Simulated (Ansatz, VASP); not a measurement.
# Two plane-wave programs on SiC8

INCAR

```
SYSTEM = SiC8
PREC = Accurate
ENCUT = 520
EDIFF = 1E-6
ISMEAR = 0
SIGMA = 0.1
LREAL = .False.
LASPH = .True.
NELM = 150
ALGO = Normal
ISIF = 2
LWAVE = .False.
LCHARG = .True.
ISPIN = 2
MAGMOM = 0 0 0 0 0 0 0 0 2
LORBIT = 11
LDIPOL = .True.
IDIPOL = 3
DIPOL = 0.5 0.5 0.250
GGA = PE
IVDW = 12
LELF = .True.
LVHAR = .True.
LVACPOTAV = .True.
NBANDS = 32
```

The input KPOINTS:

```
regular mesh
0
Gamma
  6 6 1
  0 0 0
```

The input POSCAR:

```
SiC8
1.0
    4.9313048819      0.0000000000      0.0000000000
   -2.4656524409      4.2706353015      0.0000000000
    0.0000000000      0.0000000000     17.4000331942
C Si
8 1
Direct
    0.3333333333      0.1666666667      0.2298865266
    0.3333333333      0.6666666667      0.2298865266
    0.8333333333      0.1666666667      0.2298865266
    0.8333333333      0.6666666667      0.2298865266
    0.1666666667      0.3333333333      0.2298846189
    0.1666666667      0.8333333333      0.2298846189
    0.6666666667      0.3333333333      0.2298846189
    0.6666666667      0.8333333333      0.2298846189
    0.5000000000      0.2500000000      0.4080471063
```

Input for Ansatz:

```yaml
crystal:
  lattice:
    - [4.9313048819, 0.0, 0.0]
    - [-2.4656524409, 4.2706353015, 0.0]
    - [0.0, 0.0, 17.4000331942]
  atoms:
    - { symbol: C, position: [0.3333333333, 0.1666666667, 0.2298865266] }
    - { symbol: C, position: [0.3333333333, 0.6666666667, 0.2298865266] }
    - { symbol: C, position: [0.8333333333, 0.1666666667, 0.2298865266] }
    - { symbol: C, position: [0.8333333333, 0.6666666667, 0.2298865266] }
    - { symbol: C, position: [0.1666666667, 0.3333333333, 0.2298846189] }
    - { symbol: C, position: [0.1666666667, 0.8333333333, 0.2298846189] }
    - { symbol: C, position: [0.6666666667, 0.3333333333, 0.2298846189] }
    - { symbol: C, position: [0.6666666667, 0.8333333333, 0.2298846189] }
    - { symbol: Si, position: [0.5, 0.25, 0.4080471063], spin: 2.0 }
basis:
  ecutwfc: 420
kpoints:
  mp_grid: { grid: [6, 6, 1] }
hamiltonian:
  xc: pbe
  pseudopotentials: { kind: paw, azcp: { folder: soft_1 } }
  dispersion: d3bj
scf:
  occupations: { method: gaussian, width: 0.1 }
output:
  forces: true
  eigenvalues: true
  populations: true
magnetization:
  spin_polarized: true
efield:
  axis: 3
  dipole_correction: true
  ramp_width: 0.04
```

Alike in both runs: task single point; functional PBE; dispersion D3(BJ); k mesh 6 × 6 × 1; occupations gaussian, width 0.1 eV; collinear spin.

|  | VASP | Ansatz |
| --- | --- | --- |
| version | VASP 6.6.1 | Ansatz 0.2.0 |
| potentials or method | VASP PAW PBE potentials, release 64 (C, Si), cutoff 520 eV | scalar-relativistic, plane waves, PAW |
| valence electrons in the cell | 36 | 36 |

|  | VASP | Ansatz | Ansatz less VASP |
| --- | --- | --- | --- |
| gap on the k mesh at the Fermi level (eV) | none | none | - |
| rms of the force components (eV/Å) | 0.082 | 0.082 | -0.0006 |
| net moment per atom (μB) | 0.21 | 0.21 | 0.000 |
| size of the moment on the site where the two differ most (μB) | 0.54 | 1.06 | +0.519 |
| work function, face that differs most (eV) | 4.28 | 4.29 | +0.007 |

Site moments also hang on the region over which each program counts them. Atom by atom the forces differ by 0.001 eV/Å (rms over components). A gap of «none» marks a metal or a gap that the smearing closes. Ansatz's warnings: structure snapped to symmetry.
